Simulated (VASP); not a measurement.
# AlO5 (C2/m) in VASP: notebook

The runs below take AlO5 through single point, with PBE.

Program: VASP 6.6.1. These are calculated values, not measurements. Logs are shortened: lines on timing, memory, paths and dates and some standing lists are left out, and cuts for length are marked.

## (1) The cell of the first run

The structure is monoclinic, space group C2/m (No. 12). The conventional cell has a = 5.163 Å, b = 8.749 Å, c = 3.410 Å, α = 90.00°, β = 120.13°, γ = 90.00°. Al (site symmetry 2/m) has 6 O at 1.71 to 2.12 Å within 2.3 Å. O (site symmetry 1) has 1 O at 1.27 Å within 1.7 Å. Within 2.3 Å of O (site symmetry 2/m) lie 2 Al at 1.71 Å.

The cell was generated, and may not be a known phase.

## (2) Single point, PBE, collinear spin, ferromagnetic start

INCAR

```
PREC     = Accurate       # precision mode
ENCUT    = 520            # plane-wave cutoff, eV
EDIFF    = 1E-7           # SCF threshold, eV
ISMEAR   = 0              # smearing method
SIGMA    = 0.1            # smearing width, eV
LREAL    = F              # projectors in reciprocal space
LASPH    = T              # aspherical terms in the spheres
NELM     = 150            # most SCF steps
ALGO     = Normal         # electronic algorithm
ISIF     = 2              # what is computed and relaxed
LWAVE    = F              # write WAVECAR
LCHARG   = F              # write CHGCAR
ISPIN    = 2              # spin polarisation
MAGMOM   = 0 1 1 1 1 1    # initial moments
LORBIT   = 11             # projections on sites
GGA      = PE             # functional
NBANDS   = 30             # bands
```

KPOINTS

```
Automatic mesh
0
Gamma
  4 4 6
```

POSCAR

```
AlO5
1.0
    2.5812523137     -4.3747098758      0.0000000000
    2.5812523137      4.3747098758      0.0000000000
   -1.7115082811      0.0000000000      2.9495170675
Al O
1 5
Direct
    0.0000000000      0.0000000000      0.5000000000
    0.7142184174      0.4687351351      0.2113286283
    0.5312648649      0.2857815826      0.7886713717
    0.2857815826      0.5312648649      0.7886713717
    0.4687351351      0.7142184174      0.2113286283
    0.0000000000      0.0000000000      0.0000000000
```

Potentials or basis: VASP PAW PBE potentials, release 64 (Al, O).

Run with:

```console
$ cat potpaw_PBE.64/Al/POTCAR potpaw_PBE.64/O/POTCAR > POTCAR
$ mpirun -np 1 vasp_std > vasp.out
```

OUTCAR:

```text
PREC = Accurate
   ENCUT = 520
   EDIFF = 1E-7
   ISMEAR = 0
   LREAL = F
   LASPH = T
   NELM = 150
   ISIF = 2
   ISPIN = 2
   LORBIT = 11
   GGA = PE

 ion  position               nearest neighbor table
   1  0.000  0.000  0.500-   6 1.71   6 1.71   3 2.12   4 2.12   2 2.12   5 2.12
   2  0.714  0.469  0.211-   3 1.27   1 2.12
   3  0.531  0.286  0.789-   2 1.27   1 2.12
   4  0.286  0.531  0.789-   5 1.27   1 2.12
   5  0.469  0.714  0.211-   4 1.27   1 2.12
   6  0.000  0.000  0.000-   1 1.71   1 1.71

  LATTYP: Found a base centered monoclinic cell.
 ALAT       =     5.1625046274
 B/A-ratio  =     1.6948013383
 C/A-ratio  =     0.6605551445
 COS(beta)  =    -0.5018910736

  Lattice vectors:

 A1 = (   2.5812523137,  -4.3747098758,   0.0000000000)
 A2 = (   2.5812523137,   4.3747098758,   0.0000000000)
 A3 = (  -1.7115082811,   0.0000000000,   2.9495170675)

Analysis of symmetry for initial positions (statically):
=====================================================================
 Subroutine PRICEL returns:
 Original cell was already a primitive cell.

 Routine SETGRP: Setting up the symmetry group for a
 base centered monoclinic supercell.

 Subroutine GETGRP returns: Found  4 space group operations
 (whereof  4 operations were pure point group operations)
 out of a pool of  4 trial point group operations.

The static configuration has the point symmetry C_2h.

Analysis of symmetry for dynamics (positions and initial velocities):
=====================================================================
 Subroutine PRICEL returns:
 Original cell was already a primitive cell.

 Routine SETGRP: Setting up the symmetry group for a
 base centered monoclinic supercell.

 Subroutine GETGRP returns: Found  4 space group operations
 (whereof  4 operations were pure point group operations)
 out of a pool of  4 trial point group operations.

The dynamic configuration has the point symmetry C_2h.

Analysis of structural, dynamic, and magnetic symmetry:
=====================================================================
 Subroutine PRICEL returns:
 Original cell was already a primitive cell.

 Routine SETGRP: Setting up the symmetry group for a
 base centered monoclinic supercell.
[... 141 lines left out ...]
   IVDW    =     0    specifies the selected vdW correction
   LEPSILON=     F    determine dielectric tensor
   LRPA    =     F    only Hartree local field effects (RPA)
 spin polarized calculation
 Gauss-broadening in eV      SIGMA  =   0.10
  energy-cutoff  :      520.00
  volume of cell :       66.61
 maximum number of plane-waves:      1820
 NGX is ok and might be reduce to    40
   NGX = 19   NGY = 19   NGZ = 13

 number of electron      32.9999997 magnetization       0.9018074

 Free energy of the ion-electron system (eV)
  ---------------------------------------------------
  ext. energy  EPLUGINS =         0.00000000
  ---------------------------------------------------
  free energy    TOTEN  =       -33.24351017 eV

  energy without entropy =      -33.23133843  energy(sigma->0) =      -33.23742430

 E-fermi :   2.0632     XC(G=0):  -9.7210

 val. band max:        2.0480344689   @ k =  -0.2500   0.5000   0.3333
 cond. band min:       2.0660920018   @ k =   0.5000   0.0000   0.1667
 fundamental gap:      0.0180575329
 Fermi energy:         2.0631613332

 spin component 1

 k-point     1 :       0.0000    0.0000    0.0000
  band No.  band energies     occupation
      1     -24.0280      1.00000
      2     -23.0467      1.00000
      3     -14.9197      1.00000
      4     -13.1315      1.00000
      5     -12.1154      1.00000
      6      -6.8506      1.00000
[... 733 lines left out ...]
     27      16.8731      0.00000
     28      17.2982      0.00000

 [... further k-points ...]

 spin component 2

 k-point     1 :       0.0000    0.0000    0.0000
  band No.  band energies     occupation
      1     -23.7764      1.00000
      2     -22.7809      1.00000
      3     -14.8589      1.00000
      4     -12.7919      1.00000
      5     -11.7508      1.00000
      6      -6.7146      1.00000
[... 733 lines left out ...]
     27      16.9894      0.00000
     28      17.4341      0.00000

 [... further k-points ...]

 [bands above 28 left out]

------------------------ aborting loop because EDIFF is reached ----------------------------------------

  FORCE on cell =-STRESS in cart. coord.  units (eV):
  Direction    XX          YY          ZZ          XY          YZ          ZX
  --------------------------------------------------------------------------------------
  -------------------------------------------------------------------------------------
  Total        1.1188954      0.8717386      2.0111773      0.0000000      0.0000000     -0.0454668
  in kB       26.9115954     20.9669972     48.3726993      0.0000000      0.0000000     -1.0935639
  external PRESSURE =      32.0837640 kB  Pullay stress =       0.0000000 kB

 VOLUME and BASIS-vectors are now :
 -----------------------------------------------------------------------------
  energy-cutoff  :      520.00
  volume of cell :       66.61
      direct lattice vectors                 reciprocal lattice vectors
     2.581252314 -4.374709876  0.000000000     0.193704427 -0.114293294  0.112400343
     2.581252314  4.374709876  0.000000000     0.193704427  0.114293294  0.112400343
    -1.711508281  0.000000000  2.949517067     0.000000000  0.000000000  0.339038553

 POSITION                                       TOTAL-FORCE (eV/Angst)
 -----------------------------------------------------------------------------------
     -0.85575      0.00000      1.47476        -0.000000      0.000000      0.000000
      2.69181     -1.07392      0.62332         0.121825     -0.022391      0.663672
      0.75919     -1.07392      2.32620        -0.121825     -0.022391     -0.663672
      0.75919      1.07392      2.32620        -0.121825      0.022391     -0.663672
      2.69181      1.07392      0.62332         0.121825      0.022391      0.663672
      0.00000      0.00000      0.00000        -0.000000      0.000000      0.000000
 -----------------------------------------------------------------------------------
    total drift:                               -0.000000      0.000000      0.000000

  FREE ENERGIE OF THE ION-ELECTRON SYSTEM (eV)
  ---------------------------------------------------
  free  energy   TOTEN  =       -33.2435101728 eV

  energy  without entropy=      -33.2313384347  energy(sigma->0) =      -33.23742430

 total charge

# of ion       s       p       d       tot
------------------------------------------
    1        0.325   0.393   0.000   0.718
    2        1.605   3.324   0.000   4.928
    3        1.605   3.324   0.000   4.928
    4        1.605   3.324   0.000   4.928
    5        1.605   3.324   0.000   4.928
    6        1.545   3.618   0.000   5.163
--------------------------------------------------
tot          8.290  17.305   0.000  25.595

 magnetization (x)

# of ion       s       p       d       tot
------------------------------------------
    1       -0.002   0.004   0.000   0.002
    2        0.004   0.175   0.000   0.179
    3        0.004   0.175   0.000   0.179
    4        0.004   0.175   0.000   0.179
    5        0.004   0.175   0.000   0.179
    6        0.000   0.035   0.000   0.035
--------------------------------------------------
tot          0.012   0.741   0.000   0.754
```

stdout:

```text
POSCAR found type information on POSCAR AlO
 POSCAR found :  2 types and       6 ions
 scaLAPACK will be used
 LDA part: xc-table for (Slater+PW92), standard interpolation
 POSCAR, INCAR and KPOINTS ok, starting setup
 FFT: planning ... GRIDC
 FFT: planning ... GRID_SOFT
 FFT: planning ... GRID
 WAVECAR not read
 entering main loop
```

Run time: 70 s. Hardware: 1 thread of Intel Xeon 6975P-C (Granite Rapids), shared host; peak memory 0.27 GiB.

What came out:

| Item | Value |
| --- | --- |
| Free energy | -33.2435 eV |
| Pressure | 3.2 GPa |
| Largest force | 0.675 eV/Å |
| Net moment | 0.90 μB per cell |
| Site moments | Al +0.00; O +0.18, +0.04 (each value once) μB |
| Valence electrons inside the program's atomic spheres | Al 0.72; O 4.93, 5.16 (each value once) |

Forces on the atoms (eV/Å):
```
Al   0.000  0.000  0.000
O    0.122 -0.022  0.664
O   -0.122 -0.022 -0.664
O   -0.122  0.022 -0.664
O    0.122  0.022  0.664
O    0.000  0.000  0.000
```

Caveat: the k points lie up to 0.39 Å⁻¹ apart; a moment this small can come from the mesh or the smearing.

(Continued in part 2 of 2.)
